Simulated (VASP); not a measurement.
Input of a VASP 6.6.1 run:

The input INCAR:

```
PREC = Accurate
ENCUT = 600
EDIFF = 1E-7
ISMEAR = 0
SIGMA = 0.1
LREAL = False
LASPH = True
NELM = 120
ALGO = Normal
ISIF = 3
LWAVE = False
LCHARG = False
IBRION = 2
NSW = 80
EDIFFG = -0.03
PSTRESS = 50.0
GGA_COMPAT = False
NELMIN = 4
```

KPOINTS

```
Automatic mesh
0
Gamma
  25 25 25
```

Contents of POSCAR:

```
C
1.0
   -1.1900000000      1.1900000000      1.1900000000
    1.1900000000     -1.1900000000      1.1900000000
    1.1900000000      1.1900000000     -1.1900000000
C
1
Direct
    0.0000000000      0.0000000000      0.0000000000
```

Potentials or basis: VASP PAW LDA potentials, release 64 (C).

Launch:

```sh
$ cat potpaw_LDA.64/C/POTCAR > POTCAR
$ mpirun -np 1 vasp_std > vasp.out
```

Q: What does it give for the space group after relaxing (to 0.1 Å)?

A: Im-3m (No. 229).

Q: Predict the relaxed cell.

A: a = 2.002 Å, b = 2.002 Å, c = 2.002 Å, α = 109.47°, β = 109.47°, γ = 109.47°.

Q: Estimate the relaxed volume.

A: 6.17 Å³/atom.

Step by step:
```csv
step,energy change (eV),largest force (eV/Å),pressure (GPa),volume (Å³)
1,0.0000,0.0000,-12.66,6.74
2,-0.0096,0.0000,10.66,6.04
3,-0.0161,0.0000,5.04,6.17
```

Caveat: the cell is relaxed towards a set pressure, so the run minimises the enthalpy, not the energy.
